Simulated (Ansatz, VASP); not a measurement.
Two plane-wave programs on MgS2I3

```xyz
6
Lattice="3.9748 0.0000 0.0000 0.0000 3.9748 0.0000 0.0000 0.0000 12.7052" Properties=species:S:1:pos:R:3 pbc="T T T"
Mg    1.9874    1.9874    6.3526
S     1.9874    1.9874   11.6675
S     1.9874    1.9874    1.0376
I     0.0000    0.0000    0.0000
I     0.0000    0.0000    8.1601
I     0.0000    0.0000    4.5450
```

Change from the starting cell: species swapped into the MgSc3Ru2 type (P4/mmm, No. 123).

Alike in both runs: functional PBE; k mesh 4 × 4 × 2; occupations gaussian, width 0.1 eV; no spin polarisation.

Ansatz relaxed the structure, and its values are those at the end. VASP's run is a single point on that final structure, the one shown.

```csv
,VASP,Ansatz
version,VASP 6.6.1,Ansatz 0.2.0
potentials or method,"VASP PAW PBE potentials, release 64 (Mg, S, I), cutoff 520 eV","scalar-relativistic, plane waves, PAW"
valence electrons in the cell,35,73
```

VASP gave:

* gap on the k mesh at the Fermi level (eV): none
* pressure (GPa): -0.1
* rms of the force components (eV/Å): 0.037

Problem. Estimate Ansatz's values.

Solution. gap on the k mesh at the Fermi level (eV): none; pressure (GPa): 0.0; rms of the force components (eV/Å): 0.012.

A gap of «none» marks a metal or a gap that the smearing closes. The functional is the same, so the differences come from potentials, cutoffs and numerics. VASP's potentials hold 35 valence electrons a cell and Ansatz's 73, so a difference there can come from the potentials and not from the codes.

The k mesh is coarse, so the values compare programs but aren't converged. Spin-orbit coupling is off throughout.
